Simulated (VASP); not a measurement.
# Zr3O (P6_322) in VASP: single point with r2SCAN

Aim: the single point of Zr3O with r2SCAN.

Program: VASP 6.6.1. These are calculated values, not measurements. Logs are shortened: lines on timing, memory, paths and dates and some standing lists are left out, and cuts for length are marked.

## 1. The cell of the first run

Symmetry: P6_322, No. 182, hexagonal system. The conventional cell has a = 5.651 Å, b = 5.651 Å, c = 5.195 Å, α = 90.00°, β = 90.00°, γ = 120.00°. Within 3.0 Å of Zr (site symmetry 2) lie 2 O at 2.27 Å. O (site symmetry 32) has 6 Zr at 2.27 Å within 3.0 Å.

## 2. Single point, r2SCAN

The input, POSCAR:

```
Zr3O
1.0
    5.6509725861      0.0000000000      0.0000000000
   -2.8254862931      4.8938858157      0.0000000000
    0.0000000000      0.0000000000      5.1948277365
Zr O
6 2
Direct
    0.0000000000      0.6601601135      0.5000000000
    0.0000000000      0.3398398865      0.0000000000
    0.6601601135      0.6601601135      0.0000000000
    0.6601601135      0.0000000000      0.5000000000
    0.3398398865      0.3398398865      0.5000000000
    0.3398398865      0.0000000000      0.0000000000
    0.6666666667      0.3333333333      0.7500000000
    0.3333333333      0.6666666667      0.2500000000
```

The input, INCAR.step1:

```
ALGO = Normal
EDIFF = 1E-4
ENCUT = 520
GGA = PE
ISMEAR = 0
LASPH = T
LCHARG = F
LREAL = F
LWAVE = T
NBANDS = 52
NELM = 80
PREC = Accurate
SIGMA = 0.1
```

The input, INCAR.step2:

```
ALGO = Normal
EDIFF = 1E-6
ENCUT = 520
ISIF = 2
ISMEAR = 0
ISTART = 1
LASPH = T
LCHARG = T
LELF = T
LMIXTAU = T
LREAL = F
LVHAR = T
LWAVE = F
METAGGA = R2SCAN
NBANDS = 52
NELM = 80
PREC = Accurate
SIGMA = 0.1
```

The input, KPOINTS:

```
k-points
0
Gamma
  6 6 8
```

Potentials or basis: VASP PAW PBE potentials, release 64 (Zr_sv, O).

Launch:

```
> cat potpaw_PBE.64/Zr_sv/POTCAR potpaw_PBE.64/O/POTCAR > POTCAR
> cp INCAR.step1 INCAR
> mpirun -np 1 vasp_std > vasp.out
> cp INCAR.step2 INCAR
> mpirun -np 1 vasp_std > vasp.out
```

OUTCAR:

```text
EDIFF = 1E-6
   ENCUT = 520
   ISIF = 2
   ISMEAR = 0
   ISTART = 1
   LASPH = T
   LREAL = F
   METAGGA = R2SCAN
   NELM = 80
   PREC = Accurate

 ion  position               nearest neighbor table
   1  0.000  0.660  0.500-   8 2.27   7 2.27   2 3.17   2 3.17   3 3.23   3 3.23   6 3.23   6 3.23
                             5 3.23   4 3.23   5 3.23   4 3.23   4 3.33   5 3.33
   2  0.000  0.340  0.000-   7 2.27   8 2.27   1 3.17   1 3.17   5 3.23   5 3.23   4 3.23   4 3.23
                             3 3.23   6 3.23   3 3.23   6 3.23   6 3.33   3 3.33
   3  0.660  0.660  0.000-   8 2.27   7 2.27   5 3.17   5 3.17   1 3.23   1 3.23   4 3.23   4 3.23
                             2 3.23   2 3.23   6 3.23   6 3.23   6 3.33   2 3.33
   4  0.660  0.000  0.500-   7 2.27   8 2.27   6 3.17   6 3.17   2 3.23   2 3.23   3 3.23   3 3.23
                             1 3.23   5 3.23   1 3.23   5 3.23   5 3.33   1 3.33
   5  0.340  0.340  0.500-   7 2.27   8 2.27   3 3.17   3 3.17   2 3.23   2 3.23   6 3.23   6 3.23
                             1 3.23   1 3.23   4 3.23   4 3.23   4 3.33   1 3.33
   6  0.340  0.000  0.000-   8 2.27   7 2.27   4 3.17   4 3.17   1 3.23   1 3.23   5 3.23   5 3.23
                             2 3.23   3 3.23   2 3.23   3 3.23   3 3.33   2 3.33
   7  0.667  0.333  0.750-   2 2.27   4 2.27   1 2.27   6 2.27   5 2.27   3 2.27
   8  0.333  0.667  0.250-   1 2.27   6 2.27   2 2.27   4 2.27   3 2.27   5 2.27

  LATTYP: Found a hexagonal cell.
 ALAT       =     5.6509725861
 C/A-ratio  =     0.9192802933

  Lattice vectors:

 A1 = (   5.6509725861,   0.0000000000,   0.0000000000)
 A2 = (  -2.8254862931,   4.8938858157,   0.0000000000)
 A3 = (   0.0000000000,   0.0000000000,   5.1948277365)

Analysis of symmetry for initial positions (statically):
=====================================================================
 Subroutine PRICEL returns:
 Original cell was already a primitive cell.

 Routine SETGRP: Setting up the symmetry group for a
 hexagonal supercell.

 Subroutine GETGRP returns: Found 12 space group operations
 (whereof  6 operations were pure point group operations)
 out of a pool of 24 trial point group operations.

The static configuration has the point symmetry D_3 .
 The point group associated with its full space group is D_6 .

Analysis of symmetry for dynamics (positions and initial velocities):
=====================================================================
 Subroutine PRICEL returns:
 Original cell was already a primitive cell.

 Routine SETGRP: Setting up the symmetry group for a
 hexagonal supercell.

 Subroutine GETGRP returns: Found 12 space group operations
 (whereof  6 operations were pure point group operations)
 out of a pool of 24 trial point group operations.

The dynamic configuration has the point symmetry D_3 .
[... 124 lines left out ...]
   NUPDOWN=      -1.0000    fix difference up-down
   EMIN   =  10.00;   EMAX   =-10.00  energy-range for DOS
   EFERMI =   0.00;   METHOD = LEGACY
   ISMEAR =     0;   SIGMA  =   0.10  broadening in eV -4-tet -1-fermi 0-gaus
   EFERMI_NEDOS =   21; number of points for ismear=-14 and -15
   IALGO  =     38    algorithm
   IMIX   =      4    mixing-type and parameters
     AMIX     =   0.40;   BMIX     =  1.00
     AMIX_MAG =   1.60;   BMIX_MAG =  1.00
  volume/ion in A,a.u.               =      17.96       121.19
  Fermi-wavevector in a.u.,A,eV,Ry     =   1.368942  2.586926 25.497366  1.874003
  Thomas-Fermi vector in A             =   2.494862
   LORBIT       =      0    0 simple, 1 ext, 2 COOP (PROOUT), +10 PAW based schemes
   METAGGA = R2SCAN    functional components
   LHFCALC =     F    Hartree Fock is set to
   AEXX    =    0.0000 exact exchange contribution
   IVDW    =     0    specifies the selected vdW correction
   LEPSILON=     F    determine dielectric tensor
   LRPA    =     F    only Hartree local field effects (RPA)
 non-spin polarized calculation
 Gauss-broadening in eV      SIGMA  =   0.10
  energy-cutoff  :      520.00
  volume of cell :      143.66
 maximum number of plane-waves:      3889
   NGX = 21   NGY = 21   NGZ = 19

 number of electron      84.0000008 magnetization

 Free energy of the ion-electron system (eV)
  ---------------------------------------------------
  ext. energy  EPLUGINS =         0.00000000
  ---------------------------------------------------
  free energy    TOTEN  =      -160.74085896 eV

  energy without entropy =     -160.71177826  energy(sigma->0) =     -160.72631861

 E-fermi :   9.5986     XC(G=0): -12.3223

 val. band max:        9.5721388007   @ k =   0.0000   0.0000   0.3750
 cond. band min:       9.6079465619   @ k =   0.5000   0.0000   0.3750
 fundamental gap:      0.0358077612
 Fermi energy:         9.5985695007

 k-point     1 :       0.0000    0.0000    0.0000
  band No.  band energies     occupation
      1     -41.0648      2.00000
      2     -40.9079      2.00000
      3     -40.8967      2.00000
      4     -40.8967      2.00000
      5     -40.8828      2.00000
      6     -40.8828      2.00000
[... 1309 lines left out ...]
     51      12.5280      0.00000
     52      12.8029      0.00000

 [... further k-points ...]

------------------------ aborting loop because EDIFF is reached ----------------------------------------

  FORCE on cell =-STRESS in cart. coord.  units (eV):
  Direction    XX          YY          ZZ          XY          YZ          ZX
  --------------------------------------------------------------------------------------
  -------------------------------------------------------------------------------------
  Total        0.0764992      0.0764992      0.0770941     -0.0000000      0.0000000      0.0000000
  in kB        0.8531379      0.8531379      0.8597721     -0.0000000      0.0000000      0.0000000
  external PRESSURE =       0.8553493 kB  Pullay stress =       0.0000000 kB

 VOLUME and BASIS-vectors are now :
 -----------------------------------------------------------------------------
  energy-cutoff  :      520.00
  volume of cell :      143.66
      direct lattice vectors                 reciprocal lattice vectors
     5.650972586  0.000000000  0.000000000     0.176960689  0.102168301  0.000000000
    -2.825486293  4.893885816  0.000000000     0.000000000  0.204336602  0.000000000
     0.000000000  0.000000000  5.194827736     0.000000000  0.000000000  0.192499165

 POSITION                                       TOTAL-FORCE (eV/Angst)
 -----------------------------------------------------------------------------------
     -1.86527      3.23075      2.59741        -0.006116      0.010594      0.000000
     -0.96021      1.66314      0.00000         0.006116     -0.010594      0.000000
      1.86527      3.23075      0.00000         0.006116      0.010594      0.000000
      3.73055      0.00000      2.59741         0.012233     -0.000000      0.000000
      0.96021      1.66314      2.59741        -0.006116     -0.010594     -0.000000
      1.92043      0.00000      0.00000        -0.012233     -0.000000      0.000000
      2.82549      1.63130      3.89612         0.000000     -0.000000      0.000000
     -0.00000      3.26259      1.29871         0.000000     -0.000000     -0.000000
 -----------------------------------------------------------------------------------
    total drift:                                0.000001     -0.000001      0.000000

  FREE ENERGIE OF THE ION-ELECTRON SYSTEM (eV)
  ---------------------------------------------------
  free  energy   TOTEN  =      -160.7408589603 eV

  energy  without entropy=     -160.7117782560  energy(sigma->0) =     -160.72631861
```

OUTCAR.step1:

```text
EDIFF = 1E-4
   ENCUT = 520
   GGA = PE
   ISMEAR = 0
[... 1573 lines left out ...]
      0.96021      1.66314      2.59741        -0.028963     -0.050166      0.000000
      1.92043      0.00000      0.00000        -0.057927     -0.000000      0.000000
      2.82549      1.63130      3.89612        -0.000000     -0.000000     -0.000000
     -0.00000      3.26259      1.29871        -0.000000     -0.000000     -0.000000
 -----------------------------------------------------------------------------------
    total drift:                                0.000001     -0.000001      0.000000

  FREE ENERGIE OF THE ION-ELECTRON SYSTEM (eV)
  ---------------------------------------------------
  free  energy   TOTEN  =       -72.2243960957 eV

  energy  without entropy=      -72.1930392600  energy(sigma->0) =      -72.20871768
```

OSZICAR.step1:

```text
N       E                     dE             d eps       ncg     rms          rms(c)
DAV:   1     0.921115587825E+03    0.92112E+03   -0.45429E+04  3640   0.164E+03
DAV:   2     0.764652875480E+01   -0.91347E+03   -0.89310E+03  4176   0.489E+02
DAV:   3    -0.713170423042E+02   -0.78964E+02   -0.77428E+02  5532   0.116E+02
DAV:   4    -0.776597621136E+02   -0.63427E+01   -0.63064E+01  5520   0.284E+01
DAV:   5    -0.780636223985E+02   -0.40386E+00   -0.40367E+00  5008   0.532E+00    0.322E+01
DAV:   6    -0.725329670317E+02    0.55307E+01   -0.28072E+01  4648   0.221E+01    0.140E+01
DAV:   7    -0.722535954942E+02    0.27937E+00   -0.39134E+00  4696   0.732E+00    0.598E+00
DAV:   8    -0.722227569809E+02    0.30839E-01   -0.40763E-01  4416   0.292E+00    0.128E+00
DAV:   9    -0.722291096609E+02   -0.63527E-02   -0.14385E-01  4776   0.149E+00    0.774E-01
DAV:  10    -0.722242776562E+02    0.48320E-02   -0.42257E-02  4592   0.809E-01    0.866E-02
DAV:  11    -0.722244123072E+02   -0.13465E-03   -0.16581E-03  4208   0.177E-01    0.311E-02
DAV:  12    -0.722243960957E+02    0.16211E-04   -0.16464E-04  2704   0.593E-02
   1 F= -.72224396E+02 E0= -.72208718E+02  d E =-.313568E-01
```

Run time: 8.9 min. Hardware: 1 thread of Intel Xeon 6975P-C (Granite Rapids), shared host; peak memory 0.39 GiB.

What came out:

```
Free energy            : -160.7409 eV
Pressure               : 0.1 GPa
Largest force          : 0.012 eV/Å
Band gap on the k mesh : zero (bands 42 and 43 overlap by 0.90 eV)
```

Forces in eV/Å, atoms in the order of the input:
```
Zr  -0.006  0.011  0.000
Zr   0.006 -0.011  0.000
Zr   0.006  0.011  0.000
Zr   0.012  0.000  0.000
Zr  -0.006 -0.011  0.000
Zr  -0.012  0.000  0.000
O    0.000  0.000  0.000
O    0.000  0.000  0.000
```

Levels at points of the mesh, in eV from the Fermi level:
```
           k point  band 40  band 41  band 42  band 43  band 44  band 45
(0.00, 0.00, 0.00)    -1.12     0.04     0.71     0.71     0.91     0.91
(0.50, 0.00, 0.00)    -0.96    -0.77    -0.39     0.64     1.19     1.29
(0.00, 0.00, 0.50)    -0.35    -0.05    -0.05     0.02     0.02     0.03
(0.50, 0.00, 0.50)    -0.95    -0.46    -0.46     0.16     0.16     1.09
```

Caveat: the PAW data sets were made with another functional, which shifts forces and pressure a little.

The gap in the log of VASP goes by the Fermi energy; the results here count the filled bands.